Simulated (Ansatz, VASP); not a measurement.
**MgH2: VASP beside Ansatz**

```xyz
6
Lattice="-2.3792 0.0000 -2.3792 -2.3792 -2.3792 0.0000 -4.7585 2.3792 2.3792" Properties=species:S:1:pos:R:3 pbc="T T T"
Mg   -4.7585    0.0000    0.0000
Mg   -9.5170    0.0000    0.0000
H    -3.5689   -1.1896   -1.1896
H    -3.5689    1.1896    1.1896
H    -5.9481   -1.1896   -1.1896
H    -5.9481    1.1896    1.1896
```

Alike in both runs: task single point; functional PBE; k mesh 12 × 12 × 12; occupations gaussian, width 0.1 eV; no spin polarisation.

|  | VASP | Ansatz |
| --- | --- | --- |
| version | VASP 6.6.1 | Ansatz 0.2.0 |
| potentials or method | VASP PAW PBE potentials, release 64 (Mg, H), cutoff 520 eV | scalar-relativistic, plane waves, PAW |
| valence electrons in the cell | 8 | 24 |

VASP gave:

| Item | Value |
| --- | --- |
| gap on the k mesh at the Fermi level (eV) | none |
| pressure (GPa) | -0.4 |

Task: What did Ansatz give for the same quantities?

Result: gap on the k mesh at the Fermi level (eV): none; pressure (GPa): 0.0.

A gap of «none» marks a metal or a gap that the smearing closes. With one functional, cell and mesh, what is left measures potentials, basis and numerics. VASP's potentials hold 8 valence electrons a cell and Ansatz's 24, so a difference there can come from the potentials and not from the codes.
